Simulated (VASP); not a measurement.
Runs of VASP 6.6.1 on WC (zincblende type). The structure is that of space group F-43m (No. 216), or close to it. The cells are those of the table. 

```tsv
task	cell	cutoff (eV)	gap on the mesh (eV)	pressure (GPa)
single point	a = 2.868 Å, angles 60.0°, 2 atoms	520	none	(a)
single point	a = 2.867 Å, angles 60.0°, 2 atoms	520	none	286.1
relaxation of cell and atoms	relaxed to 280 GPa from a = 2.868 Å, angles 60.0°, 2 atoms	600	none	280.0
relaxation of cell and atoms	relaxed to 280 GPa from a = 2.833 Å, angles 60.0°, 2 atoms	600	none	280.0
```

Alike in all rows: level PBE; potentials or basis VASP PAW PBE potentials, release 64 (W_sv, C); no spin polarisation; k mesh 15 × 15 × 15; smearing fermi-dirac 0.08 eV.

Question: Fill in the values left out.

Answer: (a) 284.1.

Caveats: spin-orbit coupling is left out, which moves the levels of the heavy elements; the cell is relaxed towards a set pressure, so the enthalpy falls and the energy may rise (some runs).

A k mesh can miss the band edges, and the runs leave out spin-orbit coupling on W.

A gap of «none» marks levels without a gap at the run's occupations.
